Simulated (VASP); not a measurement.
# SrO (R-3m) in VASP: a series of runs

Runs on SrO. Level: PBE. Tasks: electric field gradients.

Everything below comes from runs of VASP 6.6.1. Logs are shortened: lines on timing, memory, paths and dates and some standing lists are left out, and cuts for length are marked.

### 1 The cell of the first run

The structure is trigonal, space group R-3m (No. 166). The conventional cell has a = 3.689 Å, b = 3.689 Å, c = 8.635 Å, α = 90.00°, β = 90.00°, γ = 120.00°. Within 3.4 Å of Sr (site symmetry -3m) lie 6 O at 2.57 Å. O (site symmetry -3m) has 6 Sr at 2.57 Å within 3.4 Å.

### 2 Electric field gradients, PBE (equal xy, yz and zx shear strains of -3 %)

Input file INCAR:

```
PREC     = Accurate       # precision mode
ENCUT    = 520            # plane-wave cutoff, eV
EDIFF    = 1E-8           # SCF threshold, eV
ISMEAR   = -1             # smearing method
SIGMA    = 0.02           # smearing width, eV
LREAL    = F              # projectors in reciprocal space
LASPH    = T              # aspherical terms in the spheres
NELM     = 100            # most SCF steps
ALGO     = Normal         # electronic algorithm
ISIF     = 2              # what is computed and relaxed
LWAVE    = F              # write WAVECAR
LCHARG   = F              # write CHGCAR
GGA      = PE             # functional
LEFG     = T            
NBANDS   = 15             # bands
```

Input file KPOINTS:

```
Automatic mesh
0
Gamma
  8 8 8
```

Input file POSCAR:

```
SrO
1.0
   -0.0770940000      2.5312530000      2.5312530000
    2.5312530000     -0.0770940000      2.5312530000
    2.5312530000      2.5312530000     -0.0770940000
Sr O
1 1
Direct
    0.0000000000      0.0000000000      0.0000000000
    0.5000000000      0.5000000000      0.5000000000
```

Potentials or basis: VASP PAW PBE potentials, release 64 (Sr_sv, O).

Command:

```sh
$ cat potpaw_PBE.64/Sr_sv/POTCAR potpaw_PBE.64/O/POTCAR > POTCAR
$ mpirun -np 1 vasp_std > vasp.out
```

OUTCAR:

```text
PREC = Accurate
   ENCUT = 520
   EDIFF = 1E-8
   ISMEAR = -1
   LREAL = F
   LASPH = T
   NELM = 100
   ISIF = 2
   GGA = PE

 ion  position               nearest neighbor table
   1  0.000  0.000  0.000-   2 2.57   2 2.57   2 2.57   2 2.57   2 2.57   2 2.57
   2  0.500  0.500  0.500-   1 2.57   1 2.57   1 2.57   1 2.57   1 2.57   1 2.57

  LATTYP: Found a trigonal (rhomboedric) cell.
 ALAT       =     3.5805623839
 COS(alpha) =     0.4693254694

  Lattice vectors:

 A1 = (  -0.0770940000,   2.5312530000,   2.5312530000)
 A2 = (   2.5312530000,  -0.0770940000,   2.5312530000)
 A3 = (   2.5312530000,   2.5312530000,  -0.0770940000)

Analysis of symmetry for initial positions (statically):
=====================================================================
 Subroutine PRICEL returns:
 Original cell was already a primitive cell.

 Routine SETGRP: Setting up the symmetry group for a
 trigonal (rhombohedral) supercell.

 Subroutine GETGRP returns: Found 12 space group operations
 (whereof 12 operations were pure point group operations)
 out of a pool of 12 trial point group operations.

The static configuration has the point symmetry D_3d.

Analysis of symmetry for dynamics (positions and initial velocities):
=====================================================================
 Subroutine PRICEL returns:
 Original cell was already a primitive cell.

 Routine SETGRP: Setting up the symmetry group for a
 trigonal (rhombohedral) supercell.

 Subroutine GETGRP returns: Found 12 space group operations
 (whereof 12 operations were pure point group operations)
 out of a pool of 12 trial point group operations.

The dynamic configuration has the point symmetry D_3d.

 Subroutine INISYM returns: Found 12 space group operations
 (whereof 12 operations are pure point group operations),
 and found     1 'primitive' translations

----------------------------------------------------------------------------------------

                                     Primitive cell

  volume of cell :      33.9181

  direct lattice vectors                    reciprocal lattice vectors
    -0.077094000  2.531253000  2.531253000    -0.188727973  0.194656600  0.194656600
     2.531253000 -0.077094000  2.531253000     0.194656600 -0.188727973  0.194656600
     2.531253000  2.531253000 -0.077094000     0.194656600  0.194656600 -0.188727973

  length of vectors
     3.580562384  3.580562384  3.580562384     0.333767331  0.333767331  0.333767331

  position of ions in fractional coordinates (direct lattice)
     0.000000000  0.000000000  0.000000000
     0.500000000  0.500000000  0.500000000

  ion indices of the primitive-cell ions
   primitive index   ion index
                 1           1
                 2           2

----------------------------------------------------------------------------------------

 KPOINTS: Automatic mesh

Automatic generation of k-mesh.
 Grid dimensions read from file:
 generate k-points for:    8    8    8

 Generating k-lattice:

  Cartesian coordinates                     Fractional coordinates (reciprocal lattice)
    -0.023590997  0.024332075  0.024332075     0.125000000  0.000000000  0.000000000
     0.024332075 -0.023590997  0.024332075     0.000000000  0.125000000  0.000000000
     0.024332075  0.024332075 -0.023590997     0.000000000  0.000000000  0.125000000

  Length of vectors
     0.041720916  0.041720916  0.041720916

  Shift w.r.t. Gamma in fractional coordinates (k-lattice)
     0.000000000  0.000000000  0.000000000

 Subroutine IBZKPT returns following result:
 ===========================================

 Found     65 irreducible k-points:

 Following reciprocal coordinates:
            Coordinates               Weight
  0.000000  0.000000  0.000000      1.000000
  0.125000  0.000000  0.000000      6.000000
  0.250000  0.000000  0.000000      6.000000
  0.375000  0.000000 -0.000000      6.000000
  0.500000  0.000000  0.000000      3.000000
  0.125000  0.125000 -0.000000      6.000000
[... 16 lines left out ...]
  0.250000  0.125000  0.125000      6.000000
  0.375000  0.125000  0.125000      6.000000
 [... further k-points ...]
   k-points           NKPTS =     65   k-points in BZ     NKDIM =     65   number of bands    NBANDS=     15
   number of dos      NEDOS =    301   number of ions     NIONS =      2
   total plane-waves  NPLWV =  21952
   dimension x,y,z NGX =    28 NGY =   28 NGZ =   28
   dimension x,y,z NGXF=    56 NGYF=   56 NGZF=   56
   ions per type =               1   1
   NGX,Y,Z   is equivalent  to a cutoff of  13.00, 13.00, 13.00 a.u.
   NGXF,Y,Z  is equivalent  to a cutoff of  26.00, 26.00, 26.00 a.u.
 SYSTEM =  unknown system
   PREC   = accura    normal or accurate (medium, high low for compatibility)
   ISTART =      0    job   : 0-new  1-cont  2-samecut
   ICHARG =      2    charge: 1-file 2-atom 10-const
   ISPIN  =      1    spin polarized calculation?
   LNONCOLLINEAR =      F non collinear calculations
   LSORBIT =      F    spin-orbit coupling
   LASPH  =      T    aspherical Exc in radial PAW
   ENCUT  =  520.0 eV  38.22 Ry    6.18 a.u.   6.66  6.66  6.66*2*pi/ulx,y,z
   NELM   =    100;   NELMIN=  2; NELMDL= -5     # of ELM steps
   EDIFF  = 0.1E-07   stopping-criterion for ELM
   LREAL  =      F    real-space projection
   EDIFFG = 0.1E-06   stopping-criterion for IOM
   NSW    =      0    number of steps for IOM
   IBRION =     -1    ionic relax: 0-MD 1-quasi-New 2-CG
   NFREE  =      0    steps in history (QN), initial steepest desc. (CG)
   ISIF   =      2    stress and relaxation
   ISYM   =      2    0-nonsym 1-usesym 2-fastsym
   POTIM  = 0.5000    time-step for ionic-motion
   TEBEG  =    0.0;   TEEND  =   0.0 temperature during run
   PSTRESS=    0.0 pullay stress
   NELECT =      16.0000    total number of electrons
   NUPDOWN=      -1.0000    fix difference up-down
   EMIN   =  10.00;   EMAX   =-10.00  energy-range for DOS
   EFERMI =   0.00;   METHOD = LEGACY
   ISMEAR =    -1;   SIGMA  =   0.02  broadening in eV -4-tet -1-fermi 0-gaus
   EFERMI_NEDOS =   21; number of points for ismear=-14 and -15
   IALGO  =     38    algorithm
   IMIX   =      4    mixing-type and parameters
     AMIX     =   0.40;   BMIX     =  1.00
     AMIX_MAG =   1.60;   BMIX_MAG =  1.00
  volume/ion in A,a.u.               =      16.96       114.45
  Fermi-wavevector in a.u.,A,eV,Ry     =   1.274395  2.408258 22.097003  1.624084
  Thomas-Fermi vector in A             =   2.407166
   LORBIT       =      0    0 simple, 1 ext, 2 COOP (PROOUT), +10 PAW based schemes
   GGA     = PE    functional components
   LHFCALC =     F    Hartree Fock is set to
   AEXX    =    0.0000 exact exchange contribution
   IVDW    =     0    specifies the selected vdW correction
   LEPSILON=     F    determine dielectric tensor
   LRPA    =     F    only Hartree local field effects (RPA)
 non-spin polarized calculation
  energy-cutoff  :      520.00
  volume of cell :       33.92
 maximum number of plane-waves:       928
   NGX = 13   NGY = 13   NGZ = 13

 number of electron      15.9999999 magnetization

 Free energy of the ion-electron system (eV)
  ---------------------------------------------------
  ext. energy  EPLUGINS =         0.00000000
  ---------------------------------------------------
  free energy    TOTEN  =       -12.02504411 eV

  energy without entropy =      -12.02504411  energy(sigma->0) =      -12.02504411

 E-fermi :   2.2674     XC(G=0): -10.0378

 val. band max:        1.7443823793   @ k =   0.0000   0.0000   0.0000
 cond. band min:       4.9343251930   @ k =   0.5000   0.5000  -0.0000
 fundamental gap:      3.1899428137
 Fermi energy:         2.2673825623

 k-point     1 :       0.0000    0.0000    0.0000
  band No.  band energies     occupation
      1     -30.7216      2.00000
      2     -13.4140      2.00000
      3     -12.3615      2.00000
      4     -12.3615      2.00000
      5     -12.3397      2.00000
      6       1.6533      2.00000
      7       1.6533      2.00000
      8       1.7444      2.00000
      9       5.6583      0.00000
     10       7.6812      0.00000
     11       7.6812      0.00000
     12       8.2991      0.00000
     13      10.0819      0.00000
     14      10.0819      0.00000
     15      14.4138      0.00000

 k-point     2 :       0.1250    0.0000    0.0000
  band No.  band energies     occupation
      1     -30.7023      2.00000
      2     -13.7890      2.00000
      3     -12.3691      2.00000
      4     -12.3566      2.00000
      5     -12.0300      2.00000
      6       1.2122      2.00000
      7       1.4512      2.00000
      8       1.5540      2.00000
      9       6.3408      0.00000
     10       7.6348      0.00000
     11       7.9701      0.00000
     12       8.5469      0.00000
     13      10.4813      0.00000
     14      10.4867      0.00000
     15      15.3523      0.00000

 k-point     3 :       0.2500    0.0000    0.0000
  band No.  band energies     occupation
      1     -30.6554      2.00000
      2     -14.3671      2.00000
      3     -12.3919      2.00000
      4     -12.3873      2.00000
      5     -11.5618      2.00000
      6       0.3910      2.00000
      7       1.0157      2.00000
      8       1.1618      2.00000
      9       7.5884      0.00000
     10       7.9126      0.00000
     11       8.7486      0.00000
     12       9.3457      0.00000
     13      11.4947      0.00000
     14      11.4972      0.00000
     15      17.2382      0.00000
[... 343 lines left out ...]
 k-point    23 :       0.2500    0.1250    0.1250
  band No.  band energies     occupation
      1     -30.6681      2.00000
      2     -14.1050      2.00000
      3     -12.4657      2.00000
      4     -12.3612      2.00000
      5     -11.7732      2.00000
      6       0.6699      2.00000
      7       1.0526      2.00000
      8       1.5355      2.00000
      9       7.1484      0.00000
     10       7.5323      0.00000
     11       8.2590      0.00000
     12       9.2164      0.00000
     13      10.8287      0.00000
     14      11.2936      0.00000
     15      16.9300      0.00000

 k-point    24 :       0.3750    0.1250    0.1250
  band No.  band energies     occupation
      1     -30.6211      2.00000
      2     -14.5192      2.00000
      3     -12.5435      2.00000
      4     -12.3799      2.00000
      5     -11.4804      2.00000
      6       0.0832      2.00000
      7       0.6900      2.00000
      8       1.3000      2.00000
      9       7.4751      0.00000
     10       8.4546      0.00000
     11       8.9989      0.00000
     12      10.3251      0.00000
     13      11.9629      0.00000
     14      12.2974      0.00000
     15      17.9531      0.00000

 [... further k-points ...]
[... 5 lines left out ...]
  --------------------------------------------------------------------------------------
  -------------------------------------------------------------------------------------
  Total        0.7378293      0.7378293      0.7378293      0.3151454      0.3151454      0.3151454
  in kB       34.8525584     34.8525584     34.8525584     14.8864025     14.8864025     14.8864025
  external PRESSURE =      34.8525584 kB  Pullay stress =       0.0000000 kB

 VOLUME and BASIS-vectors are now :
 -----------------------------------------------------------------------------
  energy-cutoff  :      520.00
  volume of cell :       33.92
      direct lattice vectors                 reciprocal lattice vectors
    -0.077094000  2.531253000  2.531253000    -0.188727973  0.194656600  0.194656600
     2.531253000 -0.077094000  2.531253000     0.194656600 -0.188727973  0.194656600
     2.531253000  2.531253000 -0.077094000     0.194656600  0.194656600 -0.188727973

 POSITION                                       TOTAL-FORCE (eV/Angst)
 -----------------------------------------------------------------------------------
      0.00000      0.00000      0.00000        -0.000000     -0.000000     -0.000000
      2.49271      2.49271      2.49271         0.000000      0.000000      0.000000
 -----------------------------------------------------------------------------------
    total drift:                                0.000000      0.000000      0.000000

  FREE ENERGIE OF THE ION-ELECTRON SYSTEM (eV)
  ---------------------------------------------------
  free  energy   TOTEN  =       -12.0250441063 eV

  energy  without entropy=      -12.0250441063  energy(sigma->0) =      -12.02504411

 Electric field gradients (V/A^2)
---------------------------------------------------------------------
 ion       V_xx      V_yy      V_zz      V_xy      V_xz      V_yz
---------------------------------------------------------------------
   1       0.000    -0.000    -0.000    11.088    11.088    11.088
   2      -0.000     0.000     0.000    -1.291    -1.291    -1.291
---------------------------------------------------------------------

 Electric field gradients after diagonalization (V/A^2)
 (convention: |V_zz| > |V_xx| > |V_yy|)
----------------------------------------------------------------------
 ion       V_xx      V_yy      V_zz     asymmetry (V_yy - V_xx)/ V_zz
----------------------------------------------------------------------
   1     -11.088   -11.088    22.177       0.000
   2       1.291     1.291    -2.582       0.000
----------------------------------------------------------------------

           NMR quadrupolar parameters

 Cq : quadrupolar parameter    Cq=e*Q*V_zz/h
 eta: asymmetry parameters     (V_yy - V_xx)/ V_zz
 Q  : nuclear electric quadrupole moment in mb (millibarn)
----------------------------------------------------------------------
 ion       Cq(MHz)       eta       Q (mb)
----------------------------------------------------------------------
   1       0.054       0.000       1.000
   2      -0.006       0.000       1.000
----------------------------------------------------------------------
```

Wall time 23 s (1 thread of Intel Xeon 6975P-C (Granite Rapids), shared host); peak memory 0.18 GiB.

What came out:

```
Free energy            : -12.0250 eV
Pressure               : 3.5 GPa
Band gap on the k mesh : 3.19 eV, indirect (least direct gap 3.30 eV)
```

Levels at points of the mesh, in eV from the valence-band top:
| k point | band 6 | band 7 | band 8 | band 9 | band 10 | band 11 |
| --- | --- | --- | --- | --- | --- | --- |
| (0.00, 0.00, 0.00) | -0.09 | -0.09 | 0.00 | 3.91 | 5.94 | 5.94 |
| (0.50, 0.00, 0.00) | -2.24 | -1.26 | -1.06 | 6.41 | 8.39 | 8.42 |
| (0.50, 0.50, 0.00) | -0.50 | -0.19 | -0.11 | 3.19 | 7.72 | 10.07 |
| (0.50, 0.50, 0.50) | -2.24 | -1.34 | -1.34 | 6.58 | 8.49 | 8.99 |

Electric field gradients, principal values (V/Å²):
| atom | least | middle | greatest (by size) |
| --- | --- | --- | --- |
| 1 Sr | -11.088 | -11.088 | 22.177 |
| 2 O | 1.291 | 1.291 | -2.582 |

Caveat: the cell differs from its parent crystal (equal xy, yz and zx shear strains of -3 %); without QUAD_EFG the Cq values of the log hold for a quadrupole moment of 1 mb, not for the nuclei. A k mesh can miss the band edges.

(Continued in part 2 of 2.)
